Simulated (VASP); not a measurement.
Input of a VASP 6.6.1 run:

Contents of POSCAR:

```
BN
1.0
    0.0000000000      1.8130010000      1.8401960150
    1.8130010000      0.0000000000      1.8401960150
    1.8130010000      1.8130010000      0.0000000000
B N
1 1
Direct
    0.0000000000      0.0000000000      0.0000000000
    0.7500000000      0.7500000000      0.7500000000
```

Contents of INCAR.step1:

```
PREC     = Accurate       # precision mode
ENCUT    = 1460           # plane-wave cutoff, eV
ISMEAR   = 0              # smearing method
SIGMA    = 0.05           # smearing width, eV
LREAL    = False          # projectors in reciprocal space
LASPH    = True           # aspherical terms in the spheres
NELM     = 120            # most SCF steps
NBANDS   = 11             # bands
GGA      = PE             # functional
ALGO     = Normal         # electronic algorithm
EDIFF    = 1E-5           # SCF threshold, eV
LWAVE    = True           # write WAVECAR
LCHARG   = False          # write CHGCAR
GGA_COMPAT= False
```

INCAR.step2

```
PREC     = Accurate       # precision mode
ENCUT    = 1460           # plane-wave cutoff, eV
EDIFF    = 1E-6           # SCF threshold, eV
ISMEAR   = 0              # smearing method
SIGMA    = 0.05           # smearing width, eV
LREAL    = False          # projectors in reciprocal space
LASPH    = True           # aspherical terms in the spheres
NELM     = 120            # most SCF steps
ALGO     = Normal         # electronic algorithm
ISIF     = 2              # what is computed and relaxed
LWAVE    = False          # write WAVECAR
LCHARG   = True           # write CHGCAR
METAGGA  = R2SCAN         # meta-GGA
LMIXTAU  = True         
LELF     = True           # ELF
LVHAR    = True         
NBANDS   = 11             # bands
ISTART   = 1            
GGA_COMPAT= False
```

The input KPOINTS:

```
regular mesh
0
Gamma
  12 12 12
```

Potentials or basis: VASP PAW PBE potentials, release 64 (B_h, N_h).

Command:

```sh
$ cat potpaw_PBE.64/B_h/POTCAR potpaw_PBE.64/N_h/POTCAR > POTCAR
$ cp INCAR.step1 INCAR
$ mpirun -np 1 vasp_std > vasp.out
$ cp INCAR.step2 INCAR
$ mpirun -np 1 vasp_std > vasp.out
```

**Question.** Estimate the band gap on the k mesh.

**Answer.** 4.83 eV (least direct gap 9.35 eV).

**Question.** Estimate the pressure.

**Answer.** -11.0 GPa.

Stress tensor (GPa, compression positive):
```
 -7.78   0.00   0.00
  0.00  -7.78   0.00
  0.00   0.00 -17.38
```

Caveat: the cell differs from its parent crystal (strain +0.000 along x and y, +0.015 along z); the stress differs along the axes, from -17 to -8 GPa; the PAW data sets were made with another functional, which shifts forces and pressure a little. A k mesh can miss the band edges.
